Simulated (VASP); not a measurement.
Input of a VASP 6.6.1 run:

File POSCAR:

```
Ag
1.0
    0.0000000000     -3.2685352951      0.0000000000
   -3.2685352951      0.0000000000      0.0000000000
    0.0000000000      0.0000000000     -3.2685352951
Ag
2
Direct
    0.5000000000      0.5000000000      0.5000000000
    0.0000000000      0.0000000000      0.0000000000
```

Contents of INCAR.step1:

```
PREC     = Accurate       # precision mode
ENCUT    = 520            # plane-wave cutoff, eV
ISMEAR   = 0              # smearing method
SIGMA    = 0.15           # smearing width, eV
LREAL    = F              # projectors in reciprocal space
LASPH    = T              # aspherical terms in the spheres
NELM     = 100            # most SCF steps
NBANDS   = 18             # bands
GGA      = PE             # functional
ALGO     = Normal         # electronic algorithm
EDIFF    = 1E-4           # SCF threshold, eV
LWAVE    = T              # write WAVECAR
LCHARG   = F              # write CHGCAR
```

File INCAR.step2:

```
PREC     = Accurate       # precision mode
ENCUT    = 520            # plane-wave cutoff, eV
EDIFF    = 1E-6           # SCF threshold, eV
ISMEAR   = 0              # smearing method
SIGMA    = 0.15           # smearing width, eV
LREAL    = F              # projectors in reciprocal space
LASPH    = T              # aspherical terms in the spheres
NELM     = 100            # most SCF steps
ALGO     = Normal         # electronic algorithm
ISIF     = 2              # what is computed and relaxed
LWAVE    = F              # write WAVECAR
LCHARG   = F              # write CHGCAR
METAGGA  = R2SCAN         # meta-GGA
LMIXTAU  = T            
NBANDS   = 18             # bands
ISTART   = 1
```

KPOINTS

```
Automatic mesh
0
Gamma
  10 10 10
```

Potentials or basis: VASP PAW PBE potentials, release 64 (Ag).

Run with:

```console
$ cat potpaw_PBE.64/Ag/POTCAR > POTCAR
$ cp INCAR.step1 INCAR
$ mpirun -np 1 vasp_std > vasp.out
$ cp INCAR.step2 INCAR
$ mpirun -np 1 vasp_std > vasp.out
```

Q: What does it give for the pressure?

A: -0.1 GPa.

Q: Estimate the band gap on the k mesh.

A: Zero (band 11 reaches 14.00 eV, above the bottom of band 12 at 6.12 eV).

Caveat: the PAW data sets were made with another functional, which shifts forces and pressure a little.
